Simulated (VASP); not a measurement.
TiC, 2 atoms in the cell. The structure is tetragonal, space group I4mm (No. 107). Conventional cell: a = 3.060 Å, b = 3.060 Å, c = 4.328 Å, α = 90.00°, β = 90.00°, γ = 90.00°. Ti (site symmetry 4mm) has 6 C at 2.01 to 2.31 Å within 2.7 Å. C (site symmetry 4mm) has 6 Ti at 2.01 to 2.31 Å within 2.7 Å.  This cell differs from its parent crystal: all Ti atoms moved -0.150 Å, as atom 1 towards its neighbour atom 2 (C) at 2.164 Å.

```yaml
Program: VASP 6.6.1
Task: single point
Functional: PBE
Potentials_or_basis: VASP PAW PBE potentials, release 64 (Ti_sv, C)
Cutoff: 520 eV
k_mesh: 18 × 18 × 18
Occupations: gaussian, width 0.15 eV
Spin: no spin polarisation
Dipole_correction: no
Further_INCAR_settings: ALGO = Normal; EDIFF = 1e-07; NBANDS = 15
```

Potentials or basis: VASP PAW PBE potentials, release 64 (Ti_sv, C).

The run is started by

```sh
$ cat potpaw_PBE.64/Ti_sv/POTCAR potpaw_PBE.64/C/POTCAR > POTCAR
$ mpirun -np 1 vasp_std > vasp.out
```

Hardware: 1 thread of AMD EPYC 9R45 (Zen 5), on a shared host.

Estimate the wall time of this run.

Run time: 80 s on 1 thread of AMD EPYC 9R45 (Zen 5) (shared host), peak memory 0.23 GiB. Counts: scf iterations 14, k points 480.
